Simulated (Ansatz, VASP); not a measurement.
Si2C: VASP beside Ansatz

```
CELL_PARAMETERS angstrom
1.45778 -4.79817 0.00000
1.45778 4.79817 0.00000
0.00000 0.00000 4.78188
ATOMIC_POSITIONS crystal
Si 0.96856 0.03144 0.25000
Si 0.69016 0.30984 0.25000
Si 0.30984 0.69016 0.75000
Si 0.03144 0.96856 0.75000
C 0.32382 0.67618 0.25000
C 0.67618 0.32382 0.75000
```

Alike in both runs: functional PBE; k mesh 14 × 14 × 8; occupations gaussian, width 0.1 eV; no spin polarisation.

Ansatz relaxed the structure, and its values are those at the end. VASP's run is a single point on that final structure, the one shown.

|  | VASP | Ansatz |
| --- | --- | --- |
| version | VASP 6.6.1 | Ansatz 0.2.0 |
| potentials or method | VASP PAW PBE potentials, release 64 (Si, C), cutoff 520 eV | scalar-relativistic, plane waves, PAW |
| valence electrons in the cell | 24 | 24 |

VASP gave:

| Property | Result |
| --- | --- |
| gap on the k mesh at the Fermi level (eV) | none |
| pressure (GPa) | 0.0 |
| rms of the force components (eV/Å) | 0.005 |

Q: Estimate Ansatz's values.

A: gap on the k mesh at the Fermi level (eV): none; pressure (GPa): 0.0; rms of the force components (eV/Å): 0.001.

A gap of «none» marks a metal or a gap that the smearing closes.
